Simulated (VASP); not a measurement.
**ScBi3: single point with PBE**

ScBi3:

```
Sc Bi
1.0
    -2.31509    2.31509    5.41066
     2.31509   -2.31509    5.41066
     2.31509    2.31509   -5.41066
Sc Bi
1 3
Direct
  0.00000 0.00000 0.00000
  0.75000 0.25000 0.50000
  0.25000 0.75000 0.50000
  0.50000 0.50000 0.00000
```

```json
{
  "Program": "VASP 6.6.1",
  "Task": "single point",
  "Functional": "PBE",
  "Potentials or basis": "VASP PAW PBE potentials, release 64 (Sc_sv, Bi_d)",
  "Cutoff": "520 eV",
  "k mesh": "4 × 4 × 4",
  "Occupations": "tetrahedron",
  "Spin": "no spin polarisation"
}
```

* Pressure: -0.1 GPa
* Band gap on the k mesh: zero (bands 28 and 29 overlap by 1.01 eV)

Stress tensor (GPa, compression positive):
```
-0.30  0.00  0.00
 0.00 -0.30  0.00
 0.00  0.00  0.43
```

Levels at points of the mesh, in eV from the Fermi level:
| k point | band 24 | band 25 | band 26 | band 27 | band 28 | band 29 | band 30 | band 31 | band 32 | band 33 |
| --- | --- | --- | --- | --- | --- | --- | --- | --- | --- | --- |
| (0.00, 0.00, 0.00) | -3.12 | -3.12 | -1.37 | -0.99 | -0.99 | 0.95 | 1.04 | 1.10 | 1.37 | 1.70 |
| (0.50, 0.00, 0.00) | -2.27 | -2.11 | -1.66 | -1.02 | -0.88 | -0.41 | -0.37 | 1.20 | 1.48 | 1.81 |
| (0.50, 0.50, 0.00) | -4.60 | -4.12 | -2.01 | -1.82 | -0.04 | 1.13 | 1.21 | 1.44 | 1.53 | 1.60 |
| (0.50, 0.50, 0.50) | -3.54 | -2.55 | 0.01 | 0.41 | 0.60 | 0.60 | 0.70 | 0.70 | 0.77 | 0.96 |

It took 76 s on 1 thread of AMD EPYC 7R43 64-Core Processor (Zen 3) (shared host), peak memory 0.29 GiB.

Caveat: the k points lie up to 0.37 Å⁻¹ apart, too coarse for converged energies and pressures of a metal; spin-orbit coupling is left out, which moves the levels of the heavy elements.
